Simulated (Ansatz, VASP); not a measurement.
## SiMoP3: VASP beside Ansatz

```
Si Mo P
1.0
     3.45155    0.00000    0.00000
    -1.72577    2.98913    0.00000
     0.00000    0.00000    9.28705
Si Mo P
1 1 3
Direct
  0.33333 0.66667 0.56605
  0.00000 0.00000 0.16524
  0.00000 0.00000 0.67828
  0.33333 0.66667 0.32147
  0.33333 0.66667 0.01897
```

Alike in both runs: task relaxation of cell and atoms; functional PBE; k mesh 12 × 12 × 4; occupations gaussian, width 0.1 eV; no spin polarisation.

|  | VASP | Ansatz |
| --- | --- | --- |
| version | VASP 6.6.1 | Ansatz 0.2.0 |
| potentials or method | VASP PAW PBE potentials, release 64 (Si, Mo_sv, P), cutoff 600 eV | scalar-relativistic, plane waves, PAW |
| valence electrons in the cell | 33 | 33 |

Ansatz gave:

* gap on the k mesh at the Fermi level, each at its own relaxed structure (eV): none
* relaxed volume (Å³/atom): 19.17
* relaxed length of the cell vector where the two differ most in proportion (Å): 9.289

Question: What did VASP give for the same quantities?

Answer: gap on the k mesh at the Fermi level, each at its own relaxed structure (eV): none; relaxed volume (Å³/atom): 19.16; relaxed length of the cell vector where the two differ most in proportion (Å): 9.288.

A gap of «none» marks a metal or a gap that the smearing closes.
